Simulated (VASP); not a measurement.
# C (P6/mmm) in VASP: vibrations by perturbation theory with PBE

Aim: the vibrations by perturbation theory of C with PBE.

Program: VASP 6.6.1. These are calculated values, not measurements. Logs are shortened: lines on timing, memory, paths and dates and some standing lists are left out, and cuts for length are marked.

### Step 1. The cell of the first run

The structure is hexagonal, space group P6/mmm (No. 191). Conventional cell: a = 2.467 Å, b = 2.467 Å, c = 4.519 Å, α = 90.00°, β = 90.00°, γ = 120.00°. C (site symmetry -6m2) has 3 C at 1.42 Å within 1.9 Å.

### Step 2. Vibrations by perturbation theory, PBE

Contents of INCAR:

```
PREC = Accurate
ENCUT = 520
EDIFF = 1E-8
ISMEAR = -1
SIGMA = 0.15
LREAL = False
LASPH = True
NELM = 100
ALGO = Normal
ISIF = 2
LWAVE = False
LCHARG = False
GGA = PE
IBRION = 8
NSW = 1
```

Contents of KPOINTS:

```
Automatic mesh
0
Gamma
  24 24 12
```

Contents of POSCAR:

```
C
1.0
    2.4665073672      0.0000000000      0.0000000000
   -1.2332536836      2.1360580386      0.0000000000
    0.0000000000      0.0000000000      4.5187044161
C
2
Direct
    0.3333333333      0.6666666667      0.5000000000
    0.6666666667      0.3333333333      0.5000000000
```

Potentials or basis: VASP PAW PBE potentials, release 64 (C).

Launch:

```bash
cat potpaw_PBE.64/C/POTCAR > POTCAR
mpirun -np 1 vasp_std > vasp.out
```

OUTCAR:

```text
PREC = Accurate
   ENCUT = 520
   EDIFF = 1E-8
   ISMEAR = -1
   LREAL = False
   LASPH = True
   NELM = 100
   ISIF = 2
   GGA = PE
   IBRION = 8
   NSW = 1

 ion  position               nearest neighbor table
   1  0.333  0.667  0.500-   2 1.42   2 1.42   2 1.42
   2  0.667  0.333  0.500-   1 1.42   1 1.42   1 1.42

  LATTYP: Found a hexagonal cell.
 ALAT       =     2.4665073672
 C/A-ratio  =     1.8320255095

  Lattice vectors:

 A1 = (   2.4665073672,   0.0000000000,   0.0000000000)
 A2 = (  -1.2332536836,   2.1360580386,   0.0000000000)
 A3 = (   0.0000000000,   0.0000000000,   4.5187044161)

Analysis of symmetry for initial positions (statically):
=====================================================================
 Subroutine PRICEL returns:
 Original cell was already a primitive cell.

 Routine SETGRP: Setting up the symmetry group for a
 hexagonal supercell.

 Subroutine GETGRP returns: Found 24 space group operations
 (whereof 24 operations were pure point group operations)
 out of a pool of 24 trial point group operations.

The static configuration has the point symmetry D_6h.

Analysis of symmetry for dynamics (positions and initial velocities):
=====================================================================
 Subroutine PRICEL returns:
 Original cell was already a primitive cell.

 Routine SETGRP: Setting up the symmetry group for a
 hexagonal supercell.

 Subroutine GETGRP returns: Found 24 space group operations
 (whereof 24 operations were pure point group operations)
 out of a pool of 24 trial point group operations.

The dynamic configuration has the point symmetry D_6h.

 Subroutine INISYM returns: Found 24 space group operations
 (whereof 24 operations are pure point group operations),
 and found     1 'primitive' translations

----------------------------------------------------------------------------------------

                                     Primitive cell

  volume of cell :      23.8073

  direct lattice vectors                    reciprocal lattice vectors
     2.466507367  0.000000000  0.000000000     0.405431589  0.234076037  0.000000000
    -1.233253684  2.136058039  0.000000000     0.000000000  0.468152074  0.000000000
     0.000000000  0.000000000  4.518704416     0.000000000  0.000000000  0.221302371

  length of vectors
     2.466507367  2.466507367  4.518704416     0.468152074  0.468152074  0.221302371

  position of ions in fractional coordinates (direct lattice)
     0.333333333  0.666666667  0.500000000
     0.666666667  0.333333333  0.500000000

  ion indices of the primitive-cell ions
   primitive index   ion index
                 1           1
                 2           2

----------------------------------------------------------------------------------------

 KPOINTS: Automatic mesh

Automatic generation of k-mesh.
 Grid dimensions read from file:
 generate k-points for:   24   24   12

 Generating k-lattice:

  Cartesian coordinates                     Fractional coordinates (reciprocal lattice)
     0.016892983  0.009753168  0.000000000     0.041666667  0.000000000  0.000000000
     0.000000000  0.019506336  0.000000000     0.000000000  0.041666667  0.000000000
     0.000000000  0.000000000  0.018441864     0.000000000  0.000000000  0.083333333

  Length of vectors
     0.019506336  0.019506336  0.018441864

[... 90 lines left out ...]
--------------------------------------- Ionic step        1  -------------------------------------------

 number of electron       7.9999999 magnetization

 Free energy of the ion-electron system (eV)
  ---------------------------------------------------
  ext. energy  EPLUGINS =         0.00000000
  ---------------------------------------------------
  free energy    TOTEN  =       -18.45401250 eV

  energy without entropy =      -18.45165645  energy(sigma->0) =      -18.45283447

 E-fermi :   2.3948     XC(G=0):  -8.3639

 val. band max:        2.3556726712   @ k =   0.3333   0.3333   0.3333
 cond. band min:       2.3967095370   @ k =   0.3333   0.3333   0.2500
 fundamental gap:      0.0410368657
 Fermi energy:         2.3947644607

 k-point     1 :       0.0000    0.0000    0.0000
  band No.  band energies     occupation
      1     -17.1289      2.00000
      2      -5.0510      2.00000
      3      -0.6483      2.00000
      4      -0.6483      2.00000
      5       5.3413      0.00000
      6      10.6971      0.00000
      7      10.6971      0.00000
      8      13.8258      0.00000
[... 243 lines left out ...]
 k-point    24 :       0.4583    0.0417    0.0000
  band No.  band energies     occupation
      1     -12.0259      2.00000
      2     -10.6355      2.00000
      3      -4.1505      2.00000
      4       0.1035      2.00000
      5       4.3001      0.00001
      6       9.9331      0.00000
      7      12.4360      0.00000
      8      13.6828      0.00000

 [... further k-points ...]

------------------------ aborting loop because EDIFF is reached ----------------------------------------

  FORCE on cell =-STRESS in cart. coord.  units (eV):
  Direction    XX          YY          ZZ          XY          YZ          ZX
  --------------------------------------------------------------------------------------
  -------------------------------------------------------------------------------------
  Total        0.0777551      0.0777551     -0.0083316      0.0000000     -0.0000000     -0.0000000
  in kB        5.2327526      5.2327526     -0.5606983      0.0000000     -0.0000000     -0.0000000
  external PRESSURE =       3.3016023 kB  Pullay stress =       0.0000000 kB

 VOLUME and BASIS-vectors are now :
 -----------------------------------------------------------------------------
  energy-cutoff  :      520.00
  volume of cell :       23.81
      direct lattice vectors                 reciprocal lattice vectors
     2.466507367  0.000000000  0.000000000     0.405431589  0.234076037  0.000000000
    -1.233253684  2.136058039  0.000000000     0.000000000  0.468152074  0.000000000
     0.000000000  0.000000000  4.518704416     0.000000000  0.000000000  0.221302371

 POSITION                                       TOTAL-FORCE (eV/Angst)
 -----------------------------------------------------------------------------------
     -0.00000      1.42404      2.25935         0.000000     -0.000000      0.000000
      1.23325      0.71202      2.25935         0.000000      0.000000     -0.000000
 -----------------------------------------------------------------------------------
    total drift:                                0.000000     -0.000000     -0.000000

  FREE ENERGIE OF THE ION-ELECTRON SYSTEM (eV)
  ---------------------------------------------------
  free  energy   TOTEN  =       -18.4540124976 eV

  energy  without entropy=      -18.4516564458  energy(sigma->0) =      -18.45283447

[... ionic steps 2 to 3 ...]

--------------------------------------- Ionic step        4  -------------------------------------------

------------------------ aborting loop because EDIFF is reached ----------------------------------------

[... ionic steps 5 to 5 ...]

--------------------------------------- Ionic step        6  -------------------------------------------

 Free energy of the ion-electron system (eV)
  ---------------------------------------------------
  ---------------------------------------------------
  free energy    TOTEN  =        -0.13117700 eV

  energy without entropy =       -0.13117700

------------------------ aborting loop because EDIFF is reached ----------------------------------------

 INTERNAL STRAIN TENSOR  FOR ION    1  DIRECTION 3   (eV/Angst):
 -----------------------------------------------------------------------------
    -0.00054  0.00000  0.00000
     0.00000 -0.00054 -0.00000
    -0.00000  0.00000  0.00410

 INTERNAL STRAIN TENSOR FOR ION    2 for displacements in x,y,z  (eV/Angst):
          X           Y           Z          XY          YZ          ZX
  --------------------------------------------------------------------------------
  x     0.00000     0.00000     0.00000    11.01734     0.00000     0.00000
  y    11.01734   -11.01734     0.00000     0.00000     0.00000     0.00000
  z     0.00000     0.00000     0.00000     0.00000     0.00000     0.00000

 SECOND DERIVATIVES (NOT SYMMETRIZED)
 ------------------------------------
               1X          1Y          1Z          2X          2Y          2Z
  1X   -53.454323    0.000000    0.000000   53.454323    0.000000    0.000000
  1Y     0.000000  -53.454323    0.000000   -0.000000   53.454323    0.000000
  1Z     0.000000    0.000000  -16.749859   -0.000000   -0.000000   16.749859
  2X    53.454323    0.000000    0.000000  -53.454323    0.000000    0.000000
  2Y    -0.000000   53.454323    0.000000    0.000000  -53.454323    0.000000
  2Z    -0.000000   -0.000000   16.749859    0.000000    0.000000  -16.749859

 Eigenvectors and eigenvalues of the dynamical matrix
 ----------------------------------------------------

   1 f  =   46.640968 THz   293.053846 2PiTHz 1555.775233 cm-1   192.891458 meV
             X         Y         Z           dx          dy          dz
     -0.000000  1.424039  2.259352     0.707107   -0.000000    0.000000
      1.233254  0.712019  2.259352    -0.707107    0.000000    0.000000
[... 11 lines left out ...]
   4 f  =    0.000000 THz     0.000003 2PiTHz    0.000016 cm-1     0.000002 meV
             X         Y         Z           dx          dy          dz
     -0.000000  1.424039  2.259352    -0.627061    0.320764   -0.062487
      1.233254  0.712019  2.259352    -0.627061    0.320764   -0.062487

   5 f/i=    0.000000 THz     0.000001 2PiTHz    0.000007 cm-1     0.000001 meV
             X         Y         Z           dx          dy          dz
     -0.000000  1.424039  2.259352     0.143601    0.149007   -0.676148
      1.233254  0.712019  2.259352     0.143601    0.149007   -0.676148

   6 f/i=    0.000000 THz     0.000003 2PiTHz    0.000016 cm-1     0.000002 meV
             X         Y         Z           dx          dy          dz
     -0.000000  1.424039  2.259352    -0.293552   -0.612297   -0.197281
      1.233254  0.712019  2.259352    -0.293552   -0.612297   -0.197281

--------------------------------------------------------------------------------------------------------

 ELASTIC MODULI CONTR FROM IONIC RELAXATION (kBar)
 Direction    XX          YY          ZZ          XY          YZ          ZX
 --------------------------------------------------------------------------------
 XX        -152.8172    152.8172     -0.0000      0.0000      0.0000      0.0000
 YY         152.8172   -152.8172      0.0000     -0.0000      0.0000      0.0000
 ZZ          -0.0000      0.0000     -0.0000      0.0000      0.0000      0.0000
 XY           0.0000     -0.0000      0.0000   -152.8172      0.0000      0.0000
 YZ           0.0000      0.0000      0.0000      0.0000      0.0000      0.0000
 ZX           0.0000      0.0000      0.0000      0.0000      0.0000      0.0000
 --------------------------------------------------------------------------------
```

Run time: 6.1 min. Hardware: 1 thread of Intel Xeon Platinum 8488C (Sapphire Rapids), shared host; peak memory 0.77 GiB.

What came out:

| Property | Result |
| --- | --- |
| Highest phonon frequency at Γ | 1556 cm⁻¹ |

Phonon frequencies in cm⁻¹ (negative: imaginary):
```tsv
q point	frequencies
(0.000, 0.000, 0.000)	0 0 0 871 1556 1556
```

Caveat: this functional lacks dispersion, which binds layers or chains, so the pressure and a relaxed spacing across them are unreliable.
